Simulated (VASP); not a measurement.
Runs of VASP 6.6.1 on Bi. The structure is that of space group Fm-3m (No. 225), or close to it. The cells are those of the table. 

```csv
task,cell,k mesh,cutoff (eV),gap on the mesh (eV),pressure (GPa)
single point,"a = 3.325 Å, angles 60.0°, 1 atom",13 × 13 × 13,520,none,(c)
relaxation of cell and atoms,"relaxed from a = 3.558 Å, angles 60.0°, 1 atom",11 × 11 × 11,600,none,0.1
single point,"a = 3.515 Å, angles 60.0°, 1 atom",13 × 13 × 13,520,none,-2.2
single point,"a = 3.470 Å, angles 60.0°, 1 atom",18 × 18 × 18,520,none,(b)
single point,"a = 3.560 Å, angles 60.0°, 1 atom",13 × 13 × 13,520,none,-4.0
single point,"a = 3.375 Å, angles 60.0°, 1 atom",13 × 13 × 13,520,none,6.4
single point,"a = 3.470 Å, angles 60.0°, 1 atom",11 × 11 × 11,520,none,0.1
single point,"a = 3.423 Å, angles 60.0°, 1 atom",13 × 13 × 13,520,none,3.0
single point,"a = 3.603 Å, angles 60.0°, 1 atom",13 × 13 × 13,520,none,-5.5
single point,"a = 3.470 Å, angles 60.0°, 1 atom",13 × 13 × 13,520,none,(a)
```

Alike in all rows: level LDA; potentials or basis VASP PAW LDA potentials, release 64 (Bi_d); no spin polarisation; smearing fermi-dirac 0.1 eV.

Problem. Estimate the missing entries.

Solution. (a) 0.2; (b) 0.0; (c) 10.9.

Caveats: spin-orbit coupling is left out, which moves the levels of the heavy elements.

A k mesh can miss the band edges, and the runs leave out spin-orbit coupling on Bi.

A gap of «none» marks levels without a gap at the run's occupations.
